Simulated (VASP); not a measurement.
# Li (Im-3m) in VASP: settings compared

The runs below take Li through single point, with PBEsol+D3(BJ), revPBE+D3(BJ), PBEsol+D4, RPBE+D4, revPBE+D4.

Everything below comes from runs of VASP 6.6.1. Logs are shortened: lines on timing, memory, paths and dates and some standing lists are left out, and cuts for length are marked.

## (1) The cell of the first run

Symmetry: Im-3m, No. 229, cubic system. The conventional cell has a = 3.330 Å, b = 3.330 Å, c = 3.330 Å, α = 90.00°, β = 90.00°, γ = 90.00°. Within 3.8 Å of Li (site symmetry m-3m) lie 14 Li at 2.88 to 3.33 Å.

## (2) Single point, PBEsol+D3(BJ)

Input file INCAR:

```
  ALGO = Normal
  EDIFF = 1E-6
  ENCUT = 520
  GGA = PS
  ISIF = 2
  ISMEAR = -1
  IVDW = 12
  LASPH = T
  LCHARG = F
  LREAL = F
  LWAVE = F
  NBANDS = 8
  NELM = 60
  PREC = Accurate
  SIGMA = 0.05
```

Input file KPOINTS:

```
k-points
0
Gamma
  11 11 11
```

Input file POSCAR:

```
Li
1.0
   -1.6650100625      1.6650100625      1.6650100625
    1.6650100625     -1.6650100625      1.6650100625
    1.6650100625      1.6650100625     -1.6650100625
Li
1
Direct
    0.0000000000      0.0000000000      0.0000000000
```

Potentials or basis: VASP PAW PBE potentials, release 64 (Li_sv).

Run with:

```bash
> cat potpaw_PBE.64/Li_sv/POTCAR > POTCAR
> mpirun -np 1 vasp_std > vasp.out
```

OUTCAR:

```text
EDIFF = 1E-6
   ENCUT = 520
   GGA = PS
   ISIF = 2
   ISMEAR = -1
   IVDW = 12
   LASPH = T
   LREAL = F
   NELM = 60
   PREC = Accurate
 IVDW          = 12

 ion  position               nearest neighbor table
   1  0.000  0.000  0.000-

  LATTYP: Found a body centered cubic cell.
 ALAT       =     3.3300201250

  Lattice vectors:

 A1 = (  -1.6650100625,   1.6650100625,   1.6650100625)
 A2 = (   1.6650100625,  -1.6650100625,   1.6650100625)
 A3 = (   1.6650100625,   1.6650100625,  -1.6650100625)

Analysis of symmetry for initial positions (statically):
=====================================================================
 Subroutine PRICEL returns:
 Original cell was already a primitive cell.

 Routine SETGRP: Setting up the symmetry group for a
 body centered cubic supercell.

 Subroutine GETGRP returns: Found 48 space group operations
 (whereof 48 operations were pure point group operations)
 out of a pool of 48 trial point group operations.

The static configuration has the point symmetry O_h .

Analysis of symmetry for dynamics (positions and initial velocities):
=====================================================================
 Subroutine PRICEL returns:
 Original cell was already a primitive cell.

 Routine SETGRP: Setting up the symmetry group for a
 body centered cubic supercell.

 Subroutine GETGRP returns: Found 48 space group operations
 (whereof 48 operations were pure point group operations)
 out of a pool of 48 trial point group operations.

The dynamic configuration has the point symmetry O_h .

 Subroutine INISYM returns: Found 48 space group operations
 (whereof 48 operations are pure point group operations),
 and found     1 'primitive' translations

----------------------------------------------------------------------------------------

                                     Primitive cell

  volume of cell :      18.4634

  direct lattice vectors                    reciprocal lattice vectors
    -1.665010062  1.665010062  1.665010062     0.000000000  0.300298485  0.300298485
     1.665010062 -1.665010062  1.665010062     0.300298485  0.000000000  0.300298485
     1.665010062  1.665010062 -1.665010062     0.300298485  0.300298485  0.000000000

  length of vectors
     2.883882023  2.883882023  2.883882023     0.424686191  0.424686191  0.424686191

  position of ions in fractional coordinates (direct lattice)
     0.000000000  0.000000000  0.000000000

  ion indices of the primitive-cell ions
   primitive index   ion index
[... 76 lines left out ...]
   NSW    =      0    number of steps for IOM
   IBRION =     -1    ionic relax: 0-MD 1-quasi-New 2-CG
   NFREE  =      0    steps in history (QN), initial steepest desc. (CG)
   ISIF   =      2    stress and relaxation
   ISYM   =      2    0-nonsym 1-usesym 2-fastsym
   POTIM  = 0.5000    time-step for ionic-motion
   TEBEG  =    0.0;   TEEND  =   0.0 temperature during run
   PSTRESS=    0.0 pullay stress
   NELECT =       3.0000    total number of electrons
   NUPDOWN=      -1.0000    fix difference up-down
   EMIN   =  10.00;   EMAX   =-10.00  energy-range for DOS
   EFERMI =   0.00;   METHOD = LEGACY
   ISMEAR =    -1;   SIGMA  =   0.05  broadening in eV -4-tet -1-fermi 0-gaus
   EFERMI_NEDOS =   21; number of points for ismear=-14 and -15
   IALGO  =     38    algorithm
   IMIX   =      4    mixing-type and parameters
     AMIX     =   0.40;   BMIX     =  1.00
     AMIX_MAG =   1.60;   BMIX_MAG =  1.00
  volume/ion in A,a.u.               =      18.46       124.60
  Fermi-wavevector in a.u.,A,eV,Ry     =   0.893330  1.688148 10.857963  0.798038
  Thomas-Fermi vector in A             =   2.015393
   LORBIT       =      0    0 simple, 1 ext, 2 COOP (PROOUT), +10 PAW based schemes
   GGA     = PS    functional components
   LHFCALC =     F    Hartree Fock is set to
   AEXX    =    0.0000 exact exchange contribution
   IVDW    =    12    specifies the selected vdW correction
   LEPSILON=     F    determine dielectric tensor
   LRPA    =     F    only Hartree local field effects (RPA)
 non-spin polarized calculation
  energy-cutoff  :      520.00
  volume of cell :       18.46
 maximum number of plane-waves:       531
 NGX is ok and might be reduce to    24
   NGX = 11   NGY = 11   NGZ = 11

 number of electron       3.0000004 magnetization

 Free energy of the ion-electron system (eV)
  ---------------------------------------------------
  ext. energy  EPLUGINS =         0.00000000
  ---------------------------------------------------
  free energy    TOTEN  =        -1.96289202 eV

  energy without entropy =       -1.95910129  energy(sigma->0) =       -1.96099665

 E-fermi :   0.9134     XC(G=0):  -7.2496

 val. band max:        0.8820531505   @ k =   0.4545   0.0000   0.0000
 cond. band min:       1.0909452053   @ k =  -0.4545   0.4545   0.0909
 fundamental gap:      0.2088920549
 Fermi energy:         0.9133807260

 k-point     1 :       0.0000    0.0000    0.0000
  band No.  band energies     occupation
      1     -44.8611      2.00000
      2      -2.7767      2.00000
      3      16.5170      0.00000
      4      16.5170      0.00000
      5      16.5170      0.00000
      6      21.4565      0.00000
      7      21.4565      0.00000
      8      21.4565      0.00000
[... 243 lines left out ...]
 k-point    24 :       0.3636    0.1818    0.0909
  band No.  band energies     occupation
      1     -44.8296      2.00000
      2       2.1671      0.00000
      3       4.4122      0.00000
      4       8.0947      0.00000
      5      11.0150      0.00000
      6      21.6850      0.00000
      7      22.6768      0.00000
      8      26.2196      0.00000

 [... further k-points ...]

------------------------ aborting loop because EDIFF is reached ----------------------------------------

 Edisp (eV)   -0.16419

 E8    (eV) :    -0.1052

  FORCE on cell =-STRESS in cart. coord.  units (eV):
  Direction    XX          YY          ZZ          XY          YZ          ZX
  --------------------------------------------------------------------------------------
  -------------------------------------------------------------------------------------
  Total      -0.01793    -0.01793    -0.01793     0.00000     0.00000    -0.00000
  in kB      -1.55625    -1.55625    -1.55625     0.00000     0.00000    -0.00000
  external pressure =       -1.56 kB  Pullay stress =        0.00 kB

 VOLUME and BASIS-vectors are now :
 -----------------------------------------------------------------------------
  energy-cutoff  :      520.00
  volume of cell :       18.46
      direct lattice vectors                 reciprocal lattice vectors
    -1.665010062  1.665010062  1.665010062     0.000000000  0.300298485  0.300298485
     1.665010062 -1.665010062  1.665010062     0.300298485  0.000000000  0.300298485
     1.665010062  1.665010062 -1.665010062     0.300298485  0.300298485  0.000000000

 POSITION                                       TOTAL-FORCE (eV/Angst)
 -----------------------------------------------------------------------------------
      0.00000      0.00000      0.00000        -0.000000      0.000000     -0.000000
 -----------------------------------------------------------------------------------
    total drift:                                0.000000      0.000000     -0.000000

  FREE ENERGIE OF THE ION-ELECTRON SYSTEM (eV)
  ---------------------------------------------------
  free  energy   TOTEN  =        -2.1270866938 eV

  energy  without entropy=       -2.1232959639  energy(sigma->0) =       -2.12519133
```

Wall time 3.7 s (1 thread of Intel Xeon Platinum 8488C (Sapphire Rapids), shared host); peak memory 0.14 GiB.

What came out:

| Item | Value |
| --- | --- |
| Free energy | -2.1271 eV |
| Dispersion energy per atom | -0.164 eV |

Levels at points of the mesh, in eV from the Fermi level:
```csv
k point,band 1,band 2,band 3,band 4,band 5,band 6
"(0.00, 0.00, 0.00)",-45.77,-3.69,15.60,15.60,15.60,20.54
```

Caveat: the cutoff is under 1.25 times the usual one of these potentials, so pressure, stress and relaxed cells hold a basis-set (Pulay) error; the PAW data sets were made with another functional, which shifts forces and pressure a little; pairwise dispersion overbinds metals, which lowers pressure and volume.

## (3) Single point, revPBE+D3(BJ)

This run uses another cell than the first one, of 17.37 Å³/atom, 0.941 times its volume.

Input file INCAR:

```
PREC = Accurate ; ENCUT = 520
EDIFF = 1E-6 ; ISMEAR = -1
SIGMA = 0.05 ; LREAL = F
LASPH = T ; NELM = 100
ALGO = Normal ; ISIF = 2
LWAVE = F ; LCHARG = F
GGA = RE ; IVDW = 12
NBANDS = 8
```

Input file KPOINTS:

```
Automatic mesh
0
Gamma
  11 11 11
```

Input file POSCAR:

```
Li
1.0
   -1.6314566567      1.6314566567      1.6314566567
    1.6314566567     -1.6314566567      1.6314566567
    1.6314566567      1.6314566567     -1.6314566567
Li
1
Direct
    0.0000000000      0.0000000000      0.0000000000
```

Potentials or basis: VASP PAW PBE potentials, release 64 (Li_sv).

Run with:

```bash
> cat potpaw_PBE.64/Li_sv/POTCAR > POTCAR
> mpirun -np 1 vasp_std > vasp.out
```

Run time: 3.6 s. Hardware: 1 thread of Intel Xeon Platinum 8488C (Sapphire Rapids), shared host; peak memory 0.14 GiB.

The run converged. Its results:

* Free energy: -2.1602 eV
* Dispersion energy per atom: -0.383 eV

Levels at points of the mesh, in eV from the Fermi level:
| k point | band 1 | band 2 | band 3 | band 4 | band 5 | band 6 |
| --- | --- | --- | --- | --- | --- | --- |
| (0.00, 0.00, 0.00) | -46.45 | -3.80 | 16.53 | 16.53 | 16.53 | 21.39 |

Caveat: the cutoff is under 1.25 times the usual one of these potentials, so pressure, stress and relaxed cells hold a basis-set (Pulay) error; the PAW data sets were made with another functional, which shifts forces and pressure a little; pairwise dispersion overbinds metals, which lowers pressure and volume.

[end of part 1 of 2]
